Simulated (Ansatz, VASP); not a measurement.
Two plane-wave programs on Ge

INCAR

```
SYSTEM = Ge
PREC = Accurate ; ENCUT = 520
EDIFF = 1E-8 ; ISMEAR = -1
SIGMA = 0.05 ; LREAL = .FALSE.
LASPH = .TRUE. ; NELM = 80
ALGO = Normal ; ISIF = 2
LWAVE = .FALSE. ; LCHARG = .FALSE.
GGA = PE ; LEFG = .TRUE.
NBANDS = 21
```

The input KPOINTS:

```
Automatic mesh
0
G
  6 6 6
  0 0 0
```

POSCAR

```
Ge
1.0
    0.0000000000      2.8287700000      2.8287700000
    2.8287700000      0.0000000000      2.8287700000
    2.8287700000      2.8287700000      0.0000000000
Ge
2
Direct
    0.5000000000      0.5000000000      0.5000000000
    0.7500000000      0.7500000000      0.7500000000
```

Input for Ansatz:

```yaml
crystal:
  lattice:
    - [0.0, 2.82877, 2.82877]
    - [2.82877, 0.0, 2.82877]
    - [2.82877, 2.82877, 0.0]
  atoms:
    - { symbol: Ge, position: [0.5, 0.5, 0.5] }
    - { symbol: Ge, position: [0.75, 0.75, 0.75] }
kpoints:
  mp_grid: { grid: [6, 6, 6] }
scf:
  occupations: { method: fermi_dirac, width: 0.05 }
hamiltonian:
  xc: pbe
  pseudopotentials: { kind: paw }
output:
  forces: true
  stress: true
  eigenvalues: true
  efg: { contact_densities: true }
```

Alike in both runs: task electric field gradients; functional PBE; k mesh 6 × 6 × 6; occupations fermi-dirac, width 0.05 eV; no spin polarisation.

|  | VASP | Ansatz |
| --- | --- | --- |
| version | VASP 6.6.1 | Ansatz 0.2.0 |
| potentials or method | VASP PAW PBE potentials, release 64 (Ge_d) | PAW with Ansatz's default frozen-core files, scalar-relativistic |
| plane-wave cutoff (eV) | 520 | 420 |
| valence electrons in the cell | 28 | 28 |

```csv
,VASP,Ansatz,Ansatz less VASP
pressure (GPa),3.6,3.7,+0.07
```
